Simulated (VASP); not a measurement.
# Mg (P6_3/mmc) in VASP: further runs

Mg is run at these levels: PBEsol-based screened hybrid, r2SCAN; tasks: single point, relaxation of cell and atoms.

Everything below comes from runs of VASP 6.6.1. Logs are shortened: lines on timing, memory, paths and dates and some standing lists are left out, and cuts for length are marked.

## Step 1: The cell of the first run

Symmetry: P6_3/mmc, No. 194, hexagonal system. The conventional cell has a = 3.272 Å, b = 3.272 Å, c = 5.312 Å, α = 90.00°, β = 90.00°, γ = 120.00°. Mg (site symmetry -6m2) has 12 Mg at 3.26 to 3.27 Å within 4.3 Å.

## Step 2: Single point, PBEsol-based screened hybrid

POSCAR

```
Mg
1.0
    3.2722434310      0.0000000000      0.0000000000
   -1.6361217155      2.8338459386      0.0000000000
    0.0000000000      0.0000000000      5.3124886887
Mg
2
Direct
    0.6666666667      0.3333333333      0.7500000000
    0.3333333333      0.6666666667      0.2500000000
```

INCAR.step1

```
SYSTEM = Mg
PREC = Accurate
ENCUT = 520
EDIFF = 1E-5
ISMEAR = -1
SIGMA = 0.05
LREAL = .False.
LASPH = .True.
NELM = 60
ALGO = Normal
ISIF = 2
LWAVE = .True.
LCHARG = .False.
NBANDS = 9
GGA = PE
```

INCAR.step2

```
SYSTEM = Mg
PREC = Accurate
ENCUT = 520
EDIFF = 1E-6
ISMEAR = -1
SIGMA = 0.05
LREAL = .False.
LASPH = .True.
NELM = 60
ALGO = Normal
ISIF = 2
LWAVE = .False.
LCHARG = .False.
GGA = PS
LHFCALC = .True.
AEXX = 0.25
HFSCREEN = 0.207
PRECFOCK = Normal
NBANDS = 9
ISTART = 1
```

KPOINTS

```
Automatic mesh
0
Gamma
  5 5 3
  0 0 0
```

Potentials or basis: VASP PAW PBE potentials, release 64 (Mg).

The run is started by

```bash
$ cat potpaw_PBE.64/Mg/POTCAR > POTCAR
$ cp INCAR.step1 INCAR
$ mpirun -np 1 vasp_std > vasp.out
$ cp INCAR.step2 INCAR
$ mpirun -np 1 vasp_std > vasp.out
```

OUTCAR:

```text
SYSTEM = Mg
   PREC = Accurate
   ENCUT = 520
   EDIFF = 1E-6
   ISMEAR = -1
   LREAL = .False.
   LASPH = .True.
   NELM = 60
   ISIF = 2
   GGA = PS
   LHFCALC = .True.
   AEXX = 0.25
   HFSCREEN = 0.207
   PRECFOCK = Normal
   ISTART = 1

 ion  position               nearest neighbor table
   1  0.667  0.333  0.750-   2 3.26   2 3.26   2 3.26   2 3.26   2 3.26   2 3.26
   2  0.333  0.667  0.250-   1 3.26   1 3.26   1 3.26   1 3.26   1 3.26   1 3.26

  LATTYP: Found a hexagonal cell.
 ALAT       =     3.2722434310
 C/A-ratio  =     1.6235004518

  Lattice vectors:

 A1 = (   3.2722434310,   0.0000000000,   0.0000000000)
 A2 = (  -1.6361217155,   2.8338459386,   0.0000000000)
 A3 = (   0.0000000000,   0.0000000000,   5.3124886887)

Analysis of symmetry for initial positions (statically):
=====================================================================
 Subroutine PRICEL returns:
 Original cell was already a primitive cell.

 Routine SETGRP: Setting up the symmetry group for a
 hexagonal supercell.

 Subroutine GETGRP returns: Found 24 space group operations
 (whereof 12 operations were pure point group operations)
 out of a pool of 24 trial point group operations.

The static configuration has the point symmetry D_3d.
 The point group associated with its full space group is D_6h.

Analysis of symmetry for dynamics (positions and initial velocities):
=====================================================================
 Subroutine PRICEL returns:
 Original cell was already a primitive cell.

 Routine SETGRP: Setting up the symmetry group for a
 hexagonal supercell.

 Subroutine GETGRP returns: Found 24 space group operations
 (whereof 12 operations were pure point group operations)
 out of a pool of 24 trial point group operations.

The dynamic configuration has the point symmetry D_3d.
 The point group associated with its full space group is D_6h.

 Subroutine INISYM returns: Found 24 space group operations
 (whereof 12 operations are pure point group operations),
 and found     1 'primitive' translations

----------------------------------------------------------------------------------------

                                     Primitive cell

  volume of cell :      49.2629

  direct lattice vectors                    reciprocal lattice vectors
     3.272243431  0.000000000  0.000000000     0.305600736  0.176438667  0.000000000
    -1.636121716  2.833845939  0.000000000     0.000000000  0.352877334  0.000000000
     0.000000000  0.000000000  5.312488689     0.000000000  0.000000000  0.188235695

  length of vectors
     3.272243431  3.272243431  5.312488689     0.352877334  0.352877334  0.188235695

  position of ions in fractional coordinates (direct lattice)
     0.666666667  0.333333333  0.750000000
     0.333333333  0.666666667  0.250000000

  ion indices of the primitive-cell ions
   primitive index   ion index
                 1           1
                 2           2

----------------------------------------------------------------------------------------

 KPOINTS: Automatic mesh

Automatic generation of k-mesh.
 Grid dimensions read from file:
 generate k-points for:    5    5    3

 Generating k-lattice:

  Cartesian coordinates                     Fractional coordinates (reciprocal lattice)
     0.061120147  0.035287733  0.000000000     0.200000000  0.000000000  0.000000000
     0.000000000  0.070575467  0.000000000     0.000000000  0.200000000  0.000000000
     0.000000000  0.000000000  0.062745232     0.000000000  0.000000000  0.333333333

  Length of vectors
     0.070575467  0.070575467  0.062745232

  Shift w.r.t. Gamma in fractional coordinates (k-lattice)
     0.000000000  0.000000000  0.000000000

 Subroutine IBZKPT returns following result:
 ===========================================

 Found     10 irreducible k-points:

 Following reciprocal coordinates:
            Coordinates               Weight
  0.000000  0.000000  0.000000      1.000000
  0.200000 -0.000000  0.000000      6.000000
  0.400000  0.000000  0.000000      6.000000
  0.200000  0.200000  0.000000      6.000000
  0.400000  0.200000  0.000000      6.000000
  0.000000  0.000000  0.333333      2.000000
  0.200000 -0.000000  0.333333     12.000000
  0.400000  0.000000  0.333333     12.000000
  0.200000  0.200000  0.333333     12.000000
  0.400000  0.200000  0.333333     12.000000
   k-points           NKPTS =     10   k-points in BZ     NKDIM =     75   number of bands    NBANDS=      9
   number of dos      NEDOS =    301   number of ions     NIONS =      2
   total plane-waves  NPLWV =  23040
   dimension x,y,z NGX =    24 NGY =   24 NGZ =   40
   dimension x,y,z NGXF=    48 NGYF=   48 NGZF=   80
   ions per type =               2
   NGX,Y,Z   is equivalent  to a cutoff of  12.19, 12.19, 12.52 a.u.
   NGXF,Y,Z  is equivalent  to a cutoff of  24.39, 24.39, 25.03 a.u.
 SYSTEM =  Mg
   PREC   = accura    normal or accurate (medium, high low for compatibility)
   ISTART =      1    job   : 0-new  1-cont  2-samecut
   ICHARG =      0    charge: 1-file 2-atom 10-const
   ISPIN  =      1    spin polarized calculation?
   LNONCOLLINEAR =      F non collinear calculations
   LSORBIT =      F    spin-orbit coupling
   LASPH  =      T    aspherical Exc in radial PAW
   ENCUT  =  520.0 eV  38.22 Ry    6.18 a.u.   6.08  6.08  9.88*2*pi/ulx,y,z
   NELM   =     60;   NELMIN=  2; NELMDL=  0     # of ELM steps
   EDIFF  = 0.1E-05   stopping-criterion for ELM
   LREAL  =      F    real-space projection
   EDIFFG = 0.1E-04   stopping-criterion for IOM
   NSW    =      0    number of steps for IOM
   IBRION =     -1    ionic relax: 0-MD 1-quasi-New 2-CG
   NFREE  =      0    steps in history (QN), initial steepest desc. (CG)
   ISIF   =      2    stress and relaxation
   ISYM   =      3    0-nonsym 1-usesym 2-fastsym
   POTIM  = 0.5000    time-step for ionic-motion
   TEBEG  =    0.0;   TEEND  =   0.0 temperature during run
   PSTRESS=    0.0 pullay stress
   NELECT =       4.0000    total number of electrons
   NUPDOWN=      -1.0000    fix difference up-down
   EMIN   =  10.00;   EMAX   =-10.00  energy-range for DOS
   EFERMI =   0.00;   METHOD = LEGACY
   ISMEAR =    -1;   SIGMA  =   0.05  broadening in eV -4-tet -1-fermi 0-gaus
   EFERMI_NEDOS =   21; number of points for ismear=-14 and -15
   IALGO  =     38    algorithm
   IMIX   =      1    mixing-type and parameters
     AMIX     =   0.40;   BMIX     =  1.00
     AMIX_MAG =   1.60;   BMIX_MAG =  1.00
  volume/ion in A,a.u.               =      24.63       166.22
  Fermi-wavevector in a.u.,A,eV,Ry     =   0.708905  1.339637  6.837563  0.502547
  Thomas-Fermi vector in A             =   1.795345
   LORBIT       =      0    0 simple, 1 ext, 2 COOP (PROOUT), +10 PAW based schemes
   GGA     = PS    functional components
   LHFCALC =     T    Hartree Fock is set to
   PRECFOCK=normal    Normal, Fast or Accurate (Low or Medium for compatibility)
   ENCUT4O =  -1.0   cutoff for four orbital integrals eV
   NKREDX  =     1    reduce k-point grid by
   NKREDY  =     1    reduce k-point grid by
   NKREDZ  =     1    reduce k-point grid by
   AEXX    =    0.2500 exact exchange contribution
   HFSCREEN=    0.2070 screening length (either q_TF or 0.3 A-1)
   HFSCREENC=   0.2070 screening length for correlation (either q_TF or 0.3 A-1)
   ENCUTFOCK=  -1.0 apply spherical cutoff to Coloumb kernel
   IVDW    =     0    specifies the selected vdW correction
   LEPSILON=     F    determine dielectric tensor
   LRPA    =     F    only Hartree local field effects (RPA)
 non-spin polarized calculation
  energy-cutoff  :      520.00
  volume of cell :       49.26
 maximum number of plane-waves:      1341
  NGX = 20; NGY = 20; NGZ = 30

 number of electron       4.0000000 magnetization

 Free energy of the ion-electron system (eV)
  ---------------------------------------------------
  ext. energy  EPLUGINS =         0.00000000
  ---------------------------------------------------
  free energy    TOTEN  =        -3.37270118 eV

  energy without entropy =       -3.36909205  energy(sigma->0) =       -3.37089662

 E-fermi :   2.1293     XC(G=0):  -6.9530

 val. band max:        2.0487894299   @ k =   0.4000   0.0000   0.0000
 cond. band min:       2.8426844786   @ k =   0.2000   0.2000   0.0000
 fundamental gap:      0.7938950487
 Fermi energy:         2.1292831707

 k-point     1 :       0.0000    0.0000    0.0000
  band No.  band energies     occupation
      1      -5.4545      2.00000
      2       0.4013      2.00000
      3       0.7958      2.00000
      4      13.5301      0.00000
      5      13.5301      0.00000
      6      13.5375      0.00000
      7      13.5375      0.00000
      8      14.4355      0.00000
      9      15.8499      0.00000

 k-point     2 :       0.2000   -0.0000    0.0000
  band No.  band energies     occupation
      1      -4.5917      2.00000
      2       1.2283      2.00000
      3       1.6447      1.99988
      4       7.6927      0.00000
      5      10.8836      0.00000
      6      11.4408      0.00000
      7      12.4990      0.00000
      8      13.4862      0.00000
      9      15.4865      0.00000

 k-point     3 :       0.4000    0.0000    0.0000
  band No.  band energies     occupation
      1      -2.0186      2.00000
      2       2.0488      1.66679
      3       3.6249      0.00000
      4       4.3311      0.00000
      5       7.4473      0.00000
      6       7.8503      0.00000
      7       9.5471      0.00000
      8      10.9417      0.00000
      9      14.0361      0.00000
[... 61 lines left out ...]
 k-point     9 :       0.2000    0.2000    0.3333
  band No.  band energies     occupation
      1      -2.1887      2.00000
      2      -0.1704      2.00000
      3       5.8300      0.00000
      4       5.8493      0.00000
      5       7.1493      0.00000
      6       7.8772      0.00000
      7       8.4022      0.00000
      8      12.6018      0.00000
      9      14.5870      0.00000

 k-point    10 :       0.4000    0.2000    0.3333
  band No.  band energies     occupation
      1       1.1027      2.00000
      2       1.1339      2.00000
      3       3.1258      0.00000
      4       3.2176      0.00000
      5       5.3346      0.00000
      6       7.0392      0.00000
      7      10.4419      0.00000
      8      10.6236      0.00000
      9      13.8907      0.00000

------------------------ aborting loop because EDIFF is reached ----------------------------------------

  FORCE on cell =-STRESS in cart. coord.  units (eV):
  Direction    XX          YY          ZZ          XY          YZ          ZX
  --------------------------------------------------------------------------------------
  -------------------------------------------------------------------------------------
  Total       -0.9622134     -0.9622134     -0.7780149     -0.0000000     -0.0000000      0.0000000
  in kB      -31.2940748    -31.2940748    -25.3033844     -0.0000000     -0.0000000      0.0000000
  external PRESSURE =     -29.2971780 kB  Pullay stress =       0.0000000 kB

 VOLUME and BASIS-vectors are now :
 -----------------------------------------------------------------------------
  energy-cutoff  :      520.00
  volume of cell :       49.26
      direct lattice vectors                 reciprocal lattice vectors
     3.272243431  0.000000000  0.000000000     0.305600736  0.176438667  0.000000000
    -1.636121716  2.833845939  0.000000000     0.000000000  0.352877334  0.000000000
     0.000000000  0.000000000  5.312488689     0.000000000  0.000000000  0.188235695

 POSITION                                       TOTAL-FORCE (eV/Angst)
 -----------------------------------------------------------------------------------
      1.63612      0.94462      3.98437         0.000000     -0.000000      0.000000
     -0.00000      1.88923      1.32812        -0.000000      0.000000     -0.000000
 -----------------------------------------------------------------------------------
    total drift:                                0.000005     -0.000003     -0.000000

  FREE ENERGIE OF THE ION-ELECTRON SYSTEM (eV)
  ---------------------------------------------------
  free  energy   TOTEN  =        -3.3727011828 eV

  energy  without entropy=       -3.3690920477  energy(sigma->0) =       -3.37089662
```

Wall time 76 s (1 thread of Intel Xeon Platinum 8488C (Sapphire Rapids), shared host); peak memory 0.25 GiB.

What came out:

```yaml
Free_energy: -3.3727 eV
Pressure: -2.9 GPa
Band_gap_on_the_k_mesh: zero (band 2 reaches 2.84 eV, above the bottom of band 3 at 0.80 eV)
```

Levels at points of the mesh, in eV from the Fermi level:
| k point | band 1 | band 2 | band 3 | band 4 | band 5 | band 6 | band 7 |
| --- | --- | --- | --- | --- | --- | --- | --- |
| (0.00, 0.00, 0.00) | -7.58 | -1.73 | -1.33 | 11.40 | 11.40 | 11.41 | 11.41 |

Caveat: the k points lie up to 0.44 Å⁻¹ apart; the PAW data sets were made with another functional, which shifts forces and pressure a little.

## Step 3: Single point, r2SCAN

This run uses another cell than the first one, of 22.63 Å³/atom, 0.919 times its volume.

POSCAR

```
Mg
1.0
    3.1520833231      0.0000000000      0.0000000000
   -1.5760416616      2.7297842327      0.0000000000
    0.0000000000      0.0000000000      5.2610637963
Mg
2
Direct
    0.6666666667      0.3333333333      0.7500000000
    0.3333333333      0.6666666667      0.2500000000
```

INCAR.step1

```
SYSTEM = Mg
PREC = Accurate
ENCUT = 520
ISMEAR = -1
SIGMA = 0.05
LREAL = .False.
LASPH = .True.
NELM = 100
NBANDS = 9
GGA = PE
ALGO = Normal
EDIFF = 1E-4
LWAVE = .True.
LCHARG = .False.
```

INCAR.step2

```
SYSTEM = Mg
PREC = Accurate
ENCUT = 520
EDIFF = 1E-6
ISMEAR = -1
SIGMA = 0.05
LREAL = .False.
LASPH = .True.
NELM = 100
ALGO = Normal
ISIF = 2
LWAVE = .False.
LCHARG = .False.
METAGGA = R2SCAN
LMIXTAU = .True.
NBANDS = 9
ISTART = 1
```

KPOINTS

```
regular mesh
0
Gamma
  10 10 5
  0 0 0
```

Potentials or basis: VASP PAW PBE potentials, release 64 (Mg).

The run is started by

```bash
$ cat potpaw_PBE.64/Mg/POTCAR > POTCAR
$ cp INCAR.step1 INCAR
$ mpirun -np 1 vasp_std > vasp.out
$ cp INCAR.step2 INCAR
$ mpirun -np 1 vasp_std > vasp.out
```

Wall time 32 s (1 thread of Intel Xeon 6975P-C, shared host); peak memory 0.17 GiB.

Results (log left out):

```
Free energy            : -8.2916 eV
Pressure               : -0.3 GPa
Band gap on the k mesh : zero (band 2 reaches 3.23 eV, above the bottom of band 3 at 1.26 eV)
```

Levels at points of the mesh, in eV from the Fermi level:
| k point | band 1 | band 2 | band 3 | band 4 | band 5 |
| --- | --- | --- | --- | --- | --- |
| (0.00, 0.00, 0.00) | -7.52 | -2.16 | -1.53 | 12.03 | 12.03 |
| (0.50, 0.00, 0.00) | -2.39 | -2.18 | 2.73 | 2.99 | 3.35 |

Caveat: the PAW data sets were made with another functional, which shifts forces and pressure a little.

[end of part 1 of 2]
